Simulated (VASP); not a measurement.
# Ga2S in VASP: a series of runs

The runs below take Ga2S through single point, with PBE.

Everything below comes from runs of VASP 6.6.1. Logs are shortened: lines on timing, memory, paths and dates and some standing lists are left out, and cuts for length are marked.

## (1) The cell of the first run

The typed cell holds 3 atoms: a = 4.052 Å, b = 4.052 Å, c = 3.861 Å, α = 90.00°, β = 90.00°, γ = 90.00°.

The cell was generated, and may not be a known phase.

## (2) Single point, PBE

Contents of INCAR:

```
  PREC = Accurate
  ENCUT = 500
  EDIFF = 1E-6
  ISMEAR = 0
  SIGMA = 0.15
  LREAL = F
  LASPH = T
  NELM = 120
  ALGO = Normal
  ISIF = 2
  LWAVE = F
  LCHARG = F
  GGA = PE
  NBANDS = 23
  GGA_COMPAT = F
```

Contents of KPOINTS:

```
Automatic mesh
0
Gamma
  3 3 4
```

Contents of POSCAR:

```
Ga2S
1.0
    4.0516092967      0.0000000000      0.0000000000
    0.0000000000      4.0516092967      0.0000000000
    0.0000000000      0.0000000000      3.8613194983
Ga S
2 1
Direct
    0.5000000000      0.0000000000      0.8938221755
    0.0000000000      0.5000000000      0.8938221755
    0.0000000000      0.0000000000      0.3949404990
```

Potentials or basis: VASP PAW PBE potentials, release 64 (Ga_d, S).

Launch:

```sh
$ cat potpaw_PBE.64/Ga_d/POTCAR potpaw_PBE.64/S/POTCAR > POTCAR
$ mpirun -np 1 vasp_std > vasp.out
```

OUTCAR:

```text
PREC = Accurate
   ENCUT = 500
   EDIFF = 1E-6
   ISMEAR = 0
   LREAL = F
   LASPH = T
   NELM = 120
   ISIF = 2
   GGA = PE

 ion  position               nearest neighbor table
   1  0.500  0.000  0.894-   3 2.80   3 2.80   3 2.80   3 2.80   2 2.86   2 2.86   2 2.86   2 2.86

   2  0.000  0.500  0.894-   3 2.80   3 2.80   3 2.80   3 2.80   1 2.86   1 2.86   1 2.86   1 2.86

   3  0.000  0.000  0.395-   1 2.80   2 2.80   2 2.80   1 2.80   1 2.80   2 2.80   2 2.80   1 2.80

  LATTYP: Found a simple tetragonal cell.
 ALAT       =     4.0516092967
 C/A-ratio  =     0.9530335271

  Lattice vectors:

 A1 = (   4.0516092967,   0.0000000000,   0.0000000000)
 A2 = (   0.0000000000,   4.0516092967,   0.0000000000)
 A3 = (   0.0000000000,   0.0000000000,   3.8613194983)

Analysis of symmetry for initial positions (statically):
=====================================================================
 Subroutine PRICEL returns:
 Original cell was already a primitive cell.

 Routine SETGRP: Setting up the symmetry group for a
 simple tetragonal supercell.

 Subroutine GETGRP returns: Found  8 space group operations
 (whereof  8 operations were pure point group operations)
 out of a pool of 16 trial point group operations.

The static configuration has the point symmetry C_4v.

Analysis of symmetry for dynamics (positions and initial velocities):
=====================================================================
 Subroutine PRICEL returns:
 Original cell was already a primitive cell.

 Routine SETGRP: Setting up the symmetry group for a
 simple tetragonal supercell.

 Subroutine GETGRP returns: Found  8 space group operations
 (whereof  8 operations were pure point group operations)
 out of a pool of 16 trial point group operations.

The dynamic configuration has the point symmetry C_4v.

 Subroutine INISYM returns: Found  8 space group operations
 (whereof  8 operations are pure point group operations),
 and found     1 'primitive' translations

----------------------------------------------------------------------------------------

                                     Primitive cell

  volume of cell :      63.3856

  direct lattice vectors                    reciprocal lattice vectors
     4.051609297  0.000000000  0.000000000     0.246815506  0.000000000  0.000000000
     0.000000000  4.051609297  0.000000000     0.000000000  0.246815506  0.000000000
     0.000000000  0.000000000  3.861319498     0.000000000  0.000000000  0.258978828

  length of vectors
     4.051609297  4.051609297  3.861319498     0.246815506  0.246815506  0.258978828

  position of ions in fractional coordinates (direct lattice)
     0.500000000  0.000000000  0.893822175
     0.000000000  0.500000000  0.893822175
     0.000000000  0.000000000  0.394940499

  ion indices of the primitive-cell ions
   primitive index   ion index
                 1           1
                 2           2
                 3           3

----------------------------------------------------------------------------------------

 KPOINTS: Automatic mesh

Automatic generation of k-mesh.
 Grid dimensions read from file:
 generate k-points for:    3    3    4

 Generating k-lattice:

  Cartesian coordinates                     Fractional coordinates (reciprocal lattice)
     0.082271835  0.000000000  0.000000000     0.333333333  0.000000000  0.000000000
     0.000000000  0.082271835  0.000000000     0.000000000  0.333333333  0.000000000
     0.000000000  0.000000000  0.064744707     0.000000000  0.000000000  0.250000000

  Length of vectors
     0.082271835  0.082271835  0.064744707

  Shift w.r.t. Gamma in fractional coordinates (k-lattice)
     0.000000000  0.000000000  0.000000000

 Subroutine IBZKPT returns following result:
 ===========================================

 Found      9 irreducible k-points:

 Following reciprocal coordinates:
            Coordinates               Weight
  0.000000  0.000000  0.000000      1.000000
  0.333333  0.000000  0.000000      4.000000
  0.333333  0.333333  0.000000      4.000000
  0.000000  0.000000  0.250000      2.000000
  0.333333  0.000000  0.250000      8.000000
  0.333333  0.333333  0.250000      8.000000
  0.000000  0.000000  0.500000      1.000000
  0.333333  0.000000  0.500000      4.000000
  0.333333  0.333333  0.500000      4.000000
   k-points           NKPTS =      9   k-points in BZ     NKDIM =      9   number of bands    NBANDS=     23
   number of dos      NEDOS =    301   number of ions     NIONS =      3
   total plane-waves  NPLWV =  25200
   dimension x,y,z NGX =    30 NGY =   30 NGZ =   28
   dimension x,y,z NGXF=    60 NGYF=   60 NGZF=   56
   ions per type =               2   1
   NGX,Y,Z   is equivalent  to a cutoff of  12.31, 12.31, 12.06 a.u.
   NGXF,Y,Z  is equivalent  to a cutoff of  24.62, 24.62, 24.11 a.u.
 SYSTEM =  unknown system
   PREC   = accura    normal or accurate (medium, high low for compatibility)
   ISTART =      0    job   : 0-new  1-cont  2-samecut
   ICHARG =      2    charge: 1-file 2-atom 10-const
   ISPIN  =      1    spin polarized calculation?
   LNONCOLLINEAR =      F non collinear calculations
   LSORBIT =      F    spin-orbit coupling
   LASPH  =      T    aspherical Exc in radial PAW
   ENCUT  =  500.0 eV  36.75 Ry    6.06 a.u.   7.39  7.39  7.04*2*pi/ulx,y,z
   NELM   =    120;   NELMIN=  2; NELMDL= -5     # of ELM steps
   EDIFF  = 0.1E-05   stopping-criterion for ELM
   LREAL  =      F    real-space projection
   EDIFFG = 0.1E-04   stopping-criterion for IOM
   NSW    =      0    number of steps for IOM
   IBRION =     -1    ionic relax: 0-MD 1-quasi-New 2-CG
   NFREE  =      0    steps in history (QN), initial steepest desc. (CG)
   ISIF   =      2    stress and relaxation
   ISYM   =      2    0-nonsym 1-usesym 2-fastsym
   POTIM  = 0.5000    time-step for ionic-motion
   TEBEG  =    0.0;   TEEND  =   0.0 temperature during run
   PSTRESS=    0.0 pullay stress
   NELECT =      32.0000    total number of electrons
   NUPDOWN=      -1.0000    fix difference up-down
   EMIN   =  10.00;   EMAX   =-10.00  energy-range for DOS
   EFERMI =   0.00;   METHOD = LEGACY
   ISMEAR =     0;   SIGMA  =   0.15  broadening in eV -4-tet -1-fermi 0-gaus
   EFERMI_NEDOS =   21; number of points for ismear=-14 and -15
   IALGO  =     38    algorithm
   IMIX   =      4    mixing-type and parameters
     AMIX     =   0.40;   BMIX     =  1.00
     AMIX_MAG =   1.60;   BMIX_MAG =  1.00
  volume/ion in A,a.u.               =      21.13       142.58
  Fermi-wavevector in a.u.,A,eV,Ry     =   1.303551  2.463353 23.119618  1.699244
  Thomas-Fermi vector in A             =   2.434545
   LORBIT       =      0    0 simple, 1 ext, 2 COOP (PROOUT), +10 PAW based schemes
   GGA     = PE    functional components
   LHFCALC =     F    Hartree Fock is set to
   AEXX    =    0.0000 exact exchange contribution
   IVDW    =     0    specifies the selected vdW correction
   LEPSILON=     F    determine dielectric tensor
   LRPA    =     F    only Hartree local field effects (RPA)
 non-spin polarized calculation
 Gauss-broadening in eV      SIGMA  =   0.15
  energy-cutoff  :      500.00
  volume of cell :       63.39
 maximum number of plane-waves:      1646
 NGX is ok and might be reduce to    30
   NGX = 15   NGY = 15   NGZ = 15

 number of electron      32.0000035 magnetization

 Free energy of the ion-electron system (eV)
  ---------------------------------------------------
  ext. energy  EPLUGINS =         0.00000000
  ---------------------------------------------------
  free energy    TOTEN  =       -10.10920358 eV

  energy without entropy =      -10.08858983  energy(sigma->0) =      -10.09889671

 E-fermi :   4.4805     XC(G=0):  -9.9944

 val. band max:        4.3908584776   @ k =   0.0000   0.0000   0.5000
 cond. band min:       4.5767304499   @ k =   0.3333   0.0000   0.0000
 fundamental gap:      0.1858719723
 Fermi energy:         4.4804587803

 k-point     1 :       0.0000    0.0000    0.0000
  band No.  band energies     occupation
      1     -10.5024      2.00000
      2     -10.4582      2.00000
      3     -10.3455      2.00000
      4     -10.2748      2.00000
      5     -10.2748      2.00000
      6     -10.1650      2.00000
[... 15 lines left out ...]
     22      13.5575      0.00000
     23      13.5709      0.00000

 k-point     2 :       0.3333    0.0000    0.0000
  band No.  band energies     occupation
      1     -10.3755      2.00000
      2     -10.3584      2.00000
      3     -10.2936      2.00000
      4     -10.2632      2.00000
      5     -10.2506      2.00000
      6     -10.2038      2.00000
[... 15 lines left out ...]
     22      11.1638      0.00000
     23      11.2452      0.00000

 k-point     3 :       0.3333    0.3333    0.0000
  band No.  band energies     occupation
      1     -10.3808      2.00000
      2     -10.3186      2.00000
      3     -10.2979      2.00000
      4     -10.2831      2.00000
      5     -10.2470      2.00000
      6     -10.2036      2.00000
[... 15 lines left out ...]
     22      12.1164      0.00000
     23      14.2558      0.00000

 k-point     4 :       0.0000    0.0000    0.2500
  band No.  band energies     occupation
      1     -10.4571      2.00000
      2     -10.4387      2.00000
      3     -10.3304      2.00000
      4     -10.2876      2.00000
      5     -10.2876      2.00000
      6     -10.1628      2.00000
[... 15 lines left out ...]
     22      12.5292      0.00000
     23      12.5292      0.00000

 k-point     5 :       0.3333    0.0000    0.2500
  band No.  band energies     occupation
      1     -10.3711      2.00000
      2     -10.3572      2.00000
      3     -10.3000      2.00000
      4     -10.2686      2.00000
      5     -10.2620      2.00000
      6     -10.2002      2.00000
[... 15 lines left out ...]
     22      10.9252      0.00000
     23      13.2820      0.00000

 k-point     6 :       0.3333    0.3333    0.2500
  band No.  band energies     occupation
      1     -10.4289      2.00000
      2     -10.3782      2.00000
      3     -10.2930      2.00000
      4     -10.2608      2.00000
      5     -10.2543      2.00000
      6     -10.1953      2.00000
[... 15 lines left out ...]
     22      12.5957      0.00000
     23      14.2960      0.00000

 k-point     7 :       0.0000    0.0000    0.5000
  band No.  band energies     occupation
      1     -10.4560      2.00000
      2     -10.3933      2.00000
      3     -10.3110      2.00000
      4     -10.3003      2.00000
      5     -10.3003      2.00000
      6     -10.1660      2.00000
[... 15 lines left out ...]
     22      12.9763      0.00000
     23      13.8454      0.00000

 k-point     8 :       0.3333    0.0000    0.5000
  band No.  band energies     occupation
      1     -10.3735      2.00000
      2     -10.3560      2.00000
      3     -10.3128      2.00000
      4     -10.2733      2.00000
      5     -10.2559      2.00000
      6     -10.2085      2.00000
[... 15 lines left out ...]
     22      11.2429      0.00000
     23      12.5257      0.00000

 k-point     9 :       0.3333    0.3333    0.5000
  band No.  band energies     occupation
      1     -10.5030      2.00000
      2     -10.3758      2.00000
      3     -10.2886      2.00000
      4     -10.2636      2.00000
      5     -10.2537      2.00000
      6     -10.2010      2.00000
[... 15 lines left out ...]
     22      12.5941      0.00000
     23      15.0365      0.00000

------------------------ aborting loop because EDIFF is reached ----------------------------------------

  FORCE on cell =-STRESS in cart. coord.  units (eV):
  Direction    XX          YY          ZZ          XY          YZ          ZX
  --------------------------------------------------------------------------------------
  -------------------------------------------------------------------------------------
  Total        0.0126978      0.0126978     -0.1848346      0.0000000      0.0000000      0.0000000
  in kB        0.3209586      0.3209586     -4.6720006      0.0000000      0.0000000      0.0000000
  external PRESSURE =      -1.3433612 kB  Pullay stress =       0.0000000 kB

 VOLUME and BASIS-vectors are now :
 -----------------------------------------------------------------------------
  energy-cutoff  :      500.00
  volume of cell :       63.39
      direct lattice vectors                 reciprocal lattice vectors
     4.051609297  0.000000000  0.000000000     0.246815506  0.000000000  0.000000000
     0.000000000  4.051609297  0.000000000     0.000000000  0.246815506  0.000000000
     0.000000000  0.000000000  3.861319498     0.000000000  0.000000000  0.258978828

 POSITION                                       TOTAL-FORCE (eV/Angst)
 -----------------------------------------------------------------------------------
      2.02580      0.00000      3.45133         0.000000      0.000000      0.001290
      0.00000      2.02580      3.45133         0.000000     -0.000000      0.001290
      0.00000      0.00000      1.52499        -0.000000     -0.000000     -0.002581
 -----------------------------------------------------------------------------------
    total drift:                                0.000000      0.000000      0.000137

  FREE ENERGIE OF THE ION-ELECTRON SYSTEM (eV)
  ---------------------------------------------------
  free  energy   TOTEN  =       -10.1092035808 eV

  energy  without entropy=      -10.0885898296  energy(sigma->0) =      -10.09889671
```

It used 12 s of CPU time on 1 thread of AMD EPYC 7R13 (shared host).

What came out:

```
Free energy            : -10.1092 eV
Pressure               : -0.1 GPa
Band gap on the k mesh : zero (bands 16 and 17 overlap by 0.36 eV)
```

Forces in eV/Å, atoms in the order of the input:
```
Ga   0.000  0.000  0.001
Ga   0.000  0.000  0.001
S    0.000  0.000 -0.003
```

Caveat: the k points lie up to 0.52 Å⁻¹ apart.

## (3) Single point, PBE

This run uses another cell than the first one, of 28.66 Å³/atom.

Contents of INCAR:

```
  ALGO = Normal
  EDIFF = 1E-6
  ENCUT = 500
  GGA = PE
  GGA_COMPAT = F
  ISIF = 2
  ISMEAR = 0
  LASPH = T
  LCHARG = T
  LELF = T
  LREAL = F
  LVHAR = T
  LWAVE = F
  NBANDS = 23
  NELM = 120
  PREC = Accurate
  SIGMA = 0.15
```

Contents of KPOINTS:

```
k-points
0
Gamma
  3 3 4
```

Contents of POSCAR:

```
Ga2S
1.0
    4.2011552956      0.0000000000      0.0000000000
    0.0000000000      4.2011552956      0.0000000000
    0.0000000000      0.0000000000      4.8709539811
Ga S
2 1
Direct
    0.0000000000      0.0000000000      0.5000000000
    0.5000000000      0.5000000000      0.0000000000
    0.5000000000      0.5000000000      0.5000000000
```

Potentials or basis: VASP PAW PBE potentials, release 64 (Ga_d, S).

Launch:

```sh
$ cat potpaw_PBE.64/Ga_d/POTCAR potpaw_PBE.64/S/POTCAR > POTCAR
$ mpirun -np 1 vasp_std > vasp.out
```

Wall time 13 s (1 thread of AMD EPYC 7R13, shared host); peak memory 0.18 GiB.

It converged, with:

```yaml
Free_energy: -9.4916 eV
Pressure: 0.0 GPa
Band_gap_on_the_k_mesh: zero (bands 16 and 17 overlap by 0.65 eV)
```

Stress tensor (GPa, compression positive):
```
-0.07  0.00  0.00
 0.00 -0.07  0.00
 0.00  0.00  0.08
```

Levels at points of the mesh, in eV from the Fermi level:
```csv
k point,band 12,band 13,band 14,band 15,band 16,band 17,band 18,band 19,band 20,band 21
"(0.00, 0.00, 0.00)",-4.52,-4.45,-3.47,-2.52,-2.52,3.13,4.23,4.23,4.56,6.08
"(0.00, 0.00, 0.50)",-7.16,-3.75,-2.22,-2.22,0.77,2.69,2.69,2.72,4.17,5.44
```

Caveat: the k points lie up to 0.50 Å⁻¹ apart, too coarse for converged energies and pressures of a metal.

[end of part 1 of 2]

The gap in the log of VASP goes by the Fermi energy; the results here count the filled bands.